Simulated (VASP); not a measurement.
# CdTe in VASP: a series of runs

CdTe is run at these levels: PBEsol; tasks: single point.

Everything below comes from runs of VASP 6.6.1. Logs are shortened: lines on timing, memory, paths and dates and some standing lists are left out, and cuts for length are marked.

## 1. The cell of the first run

The cell holds a wire or tube with vacuum around it, 2 atoms: a = 9.000 Å, b = 9.300 Å, c = 5.058 Å, α = 90.00°, β = 90.00°, γ = 90.00°.

## 2. Single point, PBEsol, collinear spin

INCAR reads:

```
SYSTEM = CdTe
PREC = Accurate ; ENCUT = 520
EDIFF = 1E-7 ; ISMEAR = 0
SIGMA = 0.05 ; LREAL = .FALSE.
LASPH = .TRUE. ; NELM = 150
ALGO = Normal ; ISIF = 2
LWAVE = .FALSE. ; LCHARG = .TRUE.
ISPIN = 2 ; MAGMOM = 0.5 0.5
LORBIT = 11 ; GGA = PS
LELF = .TRUE. ; LVHAR = .TRUE.
NBANDS = 20
```

KPOINTS reads:

```
Automatic mesh
0
G
  1 1 13
  0 0 0
```

POSCAR reads:

```
CdTe
1.0
    9.0000000000      0.0000000000      0.0000000000
    0.0000000000      9.3000000000      0.0000000000
    0.0000000000      0.0000000000      5.0579422051
Cd Te
1 1
Direct
    0.5000000000      0.5000000000      0.0000000000
    0.5000000000      0.5000000000      0.5000000000
```

Potentials or basis: VASP PAW PBE potentials, release 64 (Cd, Te).

Command:

```console
cat potpaw_PBE.64/Cd/POTCAR potpaw_PBE.64/Te/POTCAR > POTCAR
mpirun -np 1 vasp_std > vasp.out
```

OUTCAR:

```text
SYSTEM = CdTe
   PREC = Accurate
   ENCUT = 520
   EDIFF = 1E-7
   ISMEAR = 0
   LREAL = .FALSE.
   LASPH = .TRUE.
   NELM = 150
   ISIF = 2
   ISPIN = 2
   LORBIT = 11
   GGA = PS

 ion  position               nearest neighbor table
   1  0.500  0.500  0.000-   2 2.53   2 2.53
   2  0.500  0.500  0.500-   1 2.53   1 2.53

  LATTYP: Found a simple orthorhombic cell.
 ALAT       =     5.0579422051
 B/A-ratio  =     1.7793797626
 C/A-ratio  =     1.8386924213

  Lattice vectors:

 A1 = (   0.0000000000,   0.0000000000,   5.0579422051)
 A2 = (   9.0000000000,   0.0000000000,   0.0000000000)
 A3 = (   0.0000000000,   9.3000000000,   0.0000000000)

Analysis of symmetry for initial positions (statically):
=====================================================================
 Subroutine PRICEL returns:
 Original cell was already a primitive cell.

 Routine SETGRP: Setting up the symmetry group for a
 simple orthorhombic supercell.

 Subroutine GETGRP returns: Found  8 space group operations
 (whereof  8 operations were pure point group operations)
 out of a pool of  8 trial point group operations.

The static configuration has the point symmetry D_2h.

Analysis of symmetry for dynamics (positions and initial velocities):
=====================================================================
 Subroutine PRICEL returns:
 Original cell was already a primitive cell.

 Routine SETGRP: Setting up the symmetry group for a
 simple orthorhombic supercell.

 Subroutine GETGRP returns: Found  8 space group operations
 (whereof  8 operations were pure point group operations)
 out of a pool of  8 trial point group operations.

The dynamic configuration has the point symmetry D_2h.

Analysis of structural, dynamic, and magnetic symmetry:
=====================================================================
 Subroutine PRICEL returns:
 Original cell was already a primitive cell.

 Routine SETGRP: Setting up the symmetry group for a
 simple orthorhombic supercell.

 Subroutine GETGRP returns: Found  8 space group operations
 (whereof  8 operations were pure point group operations)
 out of a pool of  8 trial point group operations.

The overall configuration has the point symmetry D_2h.

 Subroutine INISYM returns: Found  8 space group operations
 (whereof  8 operations are pure point group operations),
 and found     1 'primitive' translations

----------------------------------------------------------------------------------------

[... 98 lines left out ...]
   LORBIT       =     11    0 simple, 1 ext, 2 COOP (PROOUT), +10 PAW based schemes
   GGA     = PS    functional components
   LHFCALC =     F    Hartree Fock is set to
   AEXX    =    0.0000 exact exchange contribution
   IVDW    =     0    specifies the selected vdW correction
   LEPSILON=     F    determine dielectric tensor
   LRPA    =     F    only Hartree local field effects (RPA)
 spin polarized calculation
 Gauss-broadening in eV      SIGMA  =   0.05
  energy-cutoff  :      520.00
  volume of cell :      423.35
 maximum number of plane-waves:     11425
 NGX is ok and might be reduce to    70
   NGX = 33   NGY = 35   NGZ = 19

 number of electron      18.0000000 magnetization      -0.0000190

 number of electron      18.0000000 magnetization       0.0000022

 Free energy of the ion-electron system (eV)
  ---------------------------------------------------
  ext. energy  EPLUGINS =         0.00000000
  ---------------------------------------------------
  free energy    TOTEN  =        -3.30019343 eV

  energy without entropy =       -3.29765631  energy(sigma->0) =       -3.29892487

 E-fermi :  -4.1671     XC(G=0):  -2.3932

 val. band max:       -4.2334564714   @ k =   0.0000   0.0000   0.4615
 cond. band min:      -4.1252390950   @ k =   0.0000   0.0000   0.0000
 fundamental gap:      0.1082173764
 Fermi energy:        -4.1671141535

 spin component 1

 k-point     1 :       0.0000    0.0000    0.0000
  band No.  band energies     occupation
      1     -15.3822      1.00000
      2     -12.9887      1.00000
      3     -12.9887      1.00000
      4     -12.8034      1.00000
      5     -12.8033      1.00000
      6     -11.9115      1.00000
[... 137 lines left out ...]
      6     -12.8031      1.00000
[... 12 lines left out ...]
     19       3.6610      0.00000
     20       3.7469      0.00000
 Fermi energy:        -4.1671141535

 spin component 2

 k-point     1 :       0.0000    0.0000    0.0000
  band No.  band energies     occupation
      1     -15.3822      1.00000
      2     -12.9887      1.00000
      3     -12.9887      1.00000
      4     -12.8034      1.00000
      5     -12.8033      1.00000
      6     -11.9115      1.00000
[... 150 lines left out ...]
     19       3.6599      0.00000
     20       3.7437      0.00000

------------------------ aborting loop because EDIFF is reached ----------------------------------------

  FORCE on cell =-STRESS in cart. coord.  units (eV):
  Direction    XX          YY          ZZ          XY          YZ          ZX
  --------------------------------------------------------------------------------------
  -------------------------------------------------------------------------------------
  Total        0.0523912      0.0350954      1.3542985      0.0000000      0.0000000     -0.0000000
  in kB        0.1982756      0.1328192      5.1253751      0.0000000      0.0000000     -0.0000000
  external PRESSURE =       1.8188233 kB  Pullay stress =       0.0000000 kB

 VOLUME and BASIS-vectors are now :
 -----------------------------------------------------------------------------
  energy-cutoff  :      520.00
  volume of cell :      423.35
      direct lattice vectors                 reciprocal lattice vectors
     9.000000000  0.000000000  0.000000000     0.111111111  0.000000000  0.000000000
     0.000000000  9.300000000  0.000000000     0.000000000  0.107526882  0.000000000
     0.000000000  0.000000000  5.057942205     0.000000000  0.000000000  0.197708863

 POSITION                                       TOTAL-FORCE (eV/Angst)
 -----------------------------------------------------------------------------------
      4.50000      4.65000      0.00000         0.000000      0.000000      0.000000
      4.50000      4.65000      2.52897         0.000000      0.000000      0.000000
 -----------------------------------------------------------------------------------
    total drift:                                0.000000      0.000000      0.000000

  FREE ENERGIE OF THE ION-ELECTRON SYSTEM (eV)
  ---------------------------------------------------
  free  energy   TOTEN  =        -3.3001934324 eV

  energy  without entropy=       -3.2976563068  energy(sigma->0) =       -3.29892487

 total charge

# of ion       s       p       d       tot
------------------------------------------
    1        0.497   0.270   9.541  10.308
    2        1.315   2.123   0.014   3.452
--------------------------------------------------
tot          1.813   2.392   9.555  13.760

 magnetization (x)

# of ion       s       p       d       tot
------------------------------------------
    1       -0.000   0.000  -0.000  -0.000
    2       -0.000   0.000  -0.000  -0.000
--------------------------------------------------
tot         -0.000   0.000  -0.000  -0.000
```

OSZICAR:

```text
N       E                     dE             d eps       ncg     rms          rms(c)
DAV:   1     0.125867348113E+03    0.12587E+03   -0.47795E+03   560   0.572E+02
[... 16 lines left out ...]
DAV:  18    -0.330017517511E+01   -0.36076E-04   -0.55378E-06   560   0.600E-03    0.151E-03
DAV:  19    -0.330018196161E+01   -0.67865E-05   -0.50490E-07   660   0.196E-03    0.775E-04
DAV:  20    -0.330018817723E+01   -0.62156E-05   -0.34890E-07   592   0.148E-03    0.902E-04
DAV:  21    -0.330019140652E+01   -0.32293E-05   -0.31595E-07   552   0.110E-03    0.668E-04
DAV:  22    -0.330019286668E+01   -0.14602E-05   -0.82038E-08   572   0.683E-04    0.337E-04
DAV:  23    -0.330019343381E+01   -0.56713E-06   -0.33200E-08   516   0.426E-04    0.181E-04
DAV:  24    -0.330019343243E+01    0.13858E-08   -0.47771E-09   476   0.177E-04
   1 F= -.33001934E+01 E0= -.32989249E+01  d E =-.253713E-02  mag=    -0.0000
```

It took 10 min on 1 thread of Intel Xeon 8259CL, shared host; peak memory 0.64 GiB.

What came out:

| Property | Result |
| --- | --- |
| Free energy | -3.3002 eV |
| Net moment | 0.00 μB per cell |
| Valence electrons inside the program's atomic spheres | Cd 10.31; Te 3.45 |

Levels at points of the mesh, in eV from the Fermi level:
Spin up:
```csv
k point,band 7,band 8,band 9,band 10,band 11,band 12
"(0.00, 0.00, 0.00)",-2.51,-0.86,-0.86,0.04,4.47,5.17
```
Spin down:
```
           k point  band 6  band 7  band 8  band 9  band 10  band 11  band 12  band 13
(0.00, 0.00, 0.00)   -7.74   -2.51   -0.86   -0.86     0.04     4.47     5.17     5.20
```

Caveat: the PAW data sets were made with another functional, which shifts forces and pressure a little; spin-orbit coupling is left out, which moves the levels of the heavy elements.

## 3. Single point, PBEsol, collinear spin

This run uses another cell than the first one.

INCAR reads:

```
PREC = Accurate
ENCUT = 520
EDIFF = 1E-6
ISMEAR = 0
SIGMA = 0.05
LREAL = F
LASPH = T
NELM = 150
ALGO = Normal
ISIF = 2
LWAVE = F
LCHARG = F
ISPIN = 2
MAGMOM = 0.5 0.5
LORBIT = 11
GGA = PS
NBANDS = 20
```

KPOINTS reads:

```
Automatic mesh
0
Gamma
  1 1 13
```

Changes to POSCAR since step 2:

```diff
@@ -4,3 +4,3 @@
     0.0000000000      9.3000000000      0.0000000000
-    0.0000000000      0.0000000000      5.0579422051
+    0.0000000000      0.0000000000      5.1529394903
 Cd Te
```

Potentials or basis: VASP PAW PBE potentials, release 64 (Cd, Te).

Command:

```console
cat potpaw_PBE.64/Cd/POTCAR potpaw_PBE.64/Te/POTCAR > POTCAR
mpirun -np 1 vasp_std > vasp.out
```

Run time: 5.8 min. Hardware: 1 thread of Intel Xeon 8259CL, shared host; peak memory 0.65 GiB.

The run converged. Its results:

```
Free energy                                           : -3.3154 eV
Net moment                                            : 0.14 μB per cell
Site moments                                          : Cd +0.00; Te +0.07 μB
Valence electrons inside the program's atomic spheres : Cd 10.30; Te 3.42
```

Levels at points of the mesh, in eV from the Fermi level:
Spin up:
| k point | band 5 | band 6 | band 7 | band 8 | band 9 | band 10 | band 11 | band 12 | band 13 | band 14 |
| --- | --- | --- | --- | --- | --- | --- | --- | --- | --- | --- |
| (0.00, 0.00, 0.00) | -8.41 | -7.65 | -2.40 | -0.79 | -0.79 | -0.05 | 4.52 | 5.11 | 5.14 | 5.60 |
Spin down:
```csv
k point,band 5,band 6,band 7,band 8,band 9,band 10,band 11,band 12,band 13,band 14
"(0.00, 0.00, 0.00)",-8.41,-7.62,-2.37,-0.71,-0.71,-0.03,4.53,5.13,5.16,5.62
```

Caveat: the PAW data sets were made with another functional, which shifts forces and pressure a little; spin-orbit coupling is left out, which moves the levels of the heavy elements.

## 4. Single point, PBEsol, collinear spin

This run uses another cell than the first one.

INCAR reads:

```
ALGO = Normal ; EDIFF = 1E-6
ENCUT = 520 ; GGA = PS
ISIF = 2 ; ISMEAR = 0
ISPIN = 2 ; LASPH = T
LCHARG = T ; LELF = T
LORBIT = 11 ; LREAL = F
LVHAR = T ; LWAVE = F
MAGMOM = 0.5 0.5 ; NBANDS = 20
NELM = 150 ; PREC = Accurate
SIGMA = 0.05
```

KPOINTS reads:

```
k-points
0
Gamma
  1 1 13
```

POSCAR reads:

```
CdTe
1.0
    9.0000000000      0.0000000000      0.0000000000
    0.0000000000      9.3000000000      0.0000000000
    0.0000000000      0.0000000000      5.1515492109
Cd Te
1 1
Direct
    0.5000000000      0.5000000000     -0.0175018829
    0.5000000000      0.5000000000      0.4825018829
```

Potentials or basis: VASP PAW PBE potentials, release 64 (Cd, Te).

Command:

```console
cat potpaw_PBE.64/Cd/POTCAR potpaw_PBE.64/Te/POTCAR > POTCAR
mpirun -np 1 vasp_std > vasp.out
```

OUTCAR:

```text
EDIFF = 1E-6
   ENCUT = 520
   GGA = PS
   ISIF = 2
   ISMEAR = 0
   ISPIN = 2
   LASPH = T
   LORBIT = 11
   LREAL = F
   NELM = 150
   PREC = Accurate

 ion  position               nearest neighbor table
   1  0.500  0.500  0.982-   2 2.58   2 2.58
   2  0.500  0.500  0.483-   1 2.58   1 2.58

  LATTYP: Found a simple orthorhombic cell.
 ALAT       =     5.1515492109
 B/A-ratio  =     1.7470472729
 C/A-ratio  =     1.8052821820

  Lattice vectors:

 A1 = (   0.0000000000,   0.0000000000,   5.1515492109)
 A2 = (   9.0000000000,   0.0000000000,   0.0000000000)
 A3 = (   0.0000000000,   9.3000000000,   0.0000000000)

Analysis of symmetry for initial positions (statically):
=====================================================================
 Subroutine PRICEL returns:
 Original cell was already a primitive cell.

 Routine SETGRP: Setting up the symmetry group for a
 simple orthorhombic supercell.

 Subroutine GETGRP returns: Found  8 space group operations
 (whereof  4 operations were pure point group operations)
 out of a pool of  8 trial point group operations.

The static configuration has the point symmetry C_2v.
 The point group associated with its full space group is D_2h.

Analysis of symmetry for dynamics (positions and initial velocities):
=====================================================================
 Subroutine PRICEL returns:
 Original cell was already a primitive cell.

 Routine SETGRP: Setting up the symmetry group for a
 simple orthorhombic supercell.

 Subroutine GETGRP returns: Found  8 space group operations
 (whereof  4 operations were pure point group operations)
 out of a pool of  8 trial point group operations.

The dynamic configuration has the point symmetry C_2v.
 The point group associated with its full space group is D_2h.

Analysis of structural, dynamic, and magnetic symmetry:
=====================================================================
[... 136 lines left out ...]
  ext. energy  EPLUGINS =         0.00000000
  ---------------------------------------------------
  free energy    TOTEN  =        -3.31533281 eV

  energy without entropy =       -3.30976998  energy(sigma->0) =       -3.31255139

 E-fermi :  -4.2344     XC(G=0):  -2.3799

 val. band max:       -4.2402898892   @ k =   0.0000   0.0000   0.4615
 cond. band min:      -3.9345639727   @ k =   0.0000   0.0000   0.0769
 fundamental gap:      0.3057259165
 Fermi energy:        -4.2343751751

 spin component 1

 k-point     1 :       0.0000    0.0000    0.0000
  band No.  band energies     occupation
      1     -15.1975      1.00000
      2     -12.8081      1.00000
      3     -12.8080      1.00000
      4     -12.6451      1.00000
      5     -12.6450      1.00000
      6     -11.8820      1.00000
[... 137 lines left out ...]
      6     -12.6448      1.00000
[... 12 lines left out ...]
     19       3.4563      0.00000
     20       3.5867      0.00000
 Fermi energy:        -4.2343751751

 spin component 2

 k-point     1 :       0.0000    0.0000    0.0000
  band No.  band energies     occupation
      1     -15.1528      1.00000
      2     -12.8035      1.00000
      3     -12.8034      1.00000
      4     -12.6432      1.00000
      5     -12.6432      1.00000
      6     -11.8579      1.00000
[... 150 lines left out ...]
     19       3.4742      0.00000
     20       3.6045      0.00000

------------------------ aborting loop because EDIFF is reached ----------------------------------------

  FORCE on cell =-STRESS in cart. coord.  units (eV):
  Direction    XX          YY          ZZ          XY          YZ          ZX
  --------------------------------------------------------------------------------------
  -------------------------------------------------------------------------------------
  Total        0.0491425      0.0334672      0.3993183      0.0000000      0.0000000      0.0000000
  in kB        0.1826014      0.1243561      1.4837697      0.0000000      0.0000000      0.0000000
  external PRESSURE =       0.5969091 kB  Pullay stress =       0.0000000 kB

 VOLUME and BASIS-vectors are now :
 -----------------------------------------------------------------------------
  energy-cutoff  :      520.00
  volume of cell :      431.18
      direct lattice vectors                 reciprocal lattice vectors
     9.000000000  0.000000000  0.000000000     0.111111111  0.000000000  0.000000000
     0.000000000  9.300000000  0.000000000     0.000000000  0.107526882  0.000000000
     0.000000000  0.000000000  5.151549211     0.000000000  0.000000000  0.194116364

 POSITION                                       TOTAL-FORCE (eV/Angst)
 -----------------------------------------------------------------------------------
      4.50000      4.65000      5.06139         0.000000      0.000000      0.000000
      4.50000      4.65000      2.48563         0.000000      0.000000      0.000000
 -----------------------------------------------------------------------------------
    total drift:                                0.000000      0.000000     -0.001258

  FREE ENERGIE OF THE ION-ELECTRON SYSTEM (eV)
  ---------------------------------------------------
  free  energy   TOTEN  =        -3.3153328055 eV

  energy  without entropy=       -3.3097699821  energy(sigma->0) =       -3.31255139

 total charge

# of ion       s       p       d       tot
------------------------------------------
    1        0.525   0.239   9.533  10.298
    2        1.334   2.074   0.014   3.422
--------------------------------------------------
tot          1.859   2.313   9.548  13.719

 magnetization (x)

# of ion       s       p       d       tot
------------------------------------------
    1        0.001  -0.002   0.004   0.004
    2        0.002   0.063   0.000   0.065
--------------------------------------------------
tot          0.004   0.061   0.004   0.069
```

stdout:

```text
POSCAR found type information on POSCAR CdTe
 POSCAR found :  2 types and       2 ions
 scaLAPACK will be used
 -----------------------------------------------------------------------------
|                                                                             |
|                                                                             |
|     You enforced a specific xc type in the INCAR file but a different       |
|     I HOPE YOU KNOW WHAT YOU ARE DOING!                                     |
|                                                                             |
 -----------------------------------------------------------------------------

 LDA part: xc-table for (Slater+PW92), standard interpolation
 POSCAR, INCAR and KPOINTS ok, starting setup
 FFT: planning ... GRIDC
 FFT: planning ... GRID_SOFT
 FFT: planning ... GRID
 WAVECAR not read
 entering main loop
```

Run time: 7.6 min. Hardware: 1 thread of Intel Xeon 8259CL, shared host; peak memory 0.64 GiB.

Results:

```yaml
Free_energy: -3.3153 eV
Net_moment: 0.14 μB per cell
Site_moments: Cd +0.00; Te +0.07 μB
Valence_electrons_inside_the_program's_atomic_spheres: Cd 10.30; Te 3.42
```

Levels at points of the mesh, in eV from the Fermi level:
Spin up:
```tsv
k point	band 7	band 8	band 9	band 10	band 11	band 12
(0.00, 0.00, 0.00)	-2.40	-0.79	-0.79	-0.05	4.52	5.11
```
Spin down:
| k point | band 5 | band 6 | band 7 | band 8 | band 9 | band 10 | band 11 | band 12 | band 13 | band 14 |
| --- | --- | --- | --- | --- | --- | --- | --- | --- | --- | --- |
| (0.00, 0.00, 0.00) | -8.41 | -7.62 | -2.37 | -0.72 | -0.71 | -0.03 | 4.53 | 5.13 | 5.16 | 5.62 |

Caveat: the PAW data sets were made with another functional, which shifts forces and pressure a little; spin-orbit coupling is left out, which moves the levels of the heavy elements.

## 5. Overview

```csv
cell,gap on the mesh (eV),moment (μB)
"a = 9.000, b = 9.300, c = 5.058 Å, 2 atoms",-,0.00
"a = 9.000, b = 9.300, c = 5.153 Å, 2 atoms",none,0.14
"a = 9.000, b = 9.300, c = 5.152 Å, 2 atoms",none,0.14
```

Alike in all rows: task single point; level PBEsol; potentials or basis VASP PAW PBE potentials, release 64 (Cd, Te); spin collinear; k mesh 1 × 1 × 13; cutoff (eV) 520; smearing gaussian 0.05 eV.

Caveats: the PAW data sets were made with another functional, which shifts forces and pressure a little; spin-orbit coupling is left out, which moves the levels of the heavy elements.

Total energies depend on the potentials used, so only differences within one code and one set of settings carry meaning.
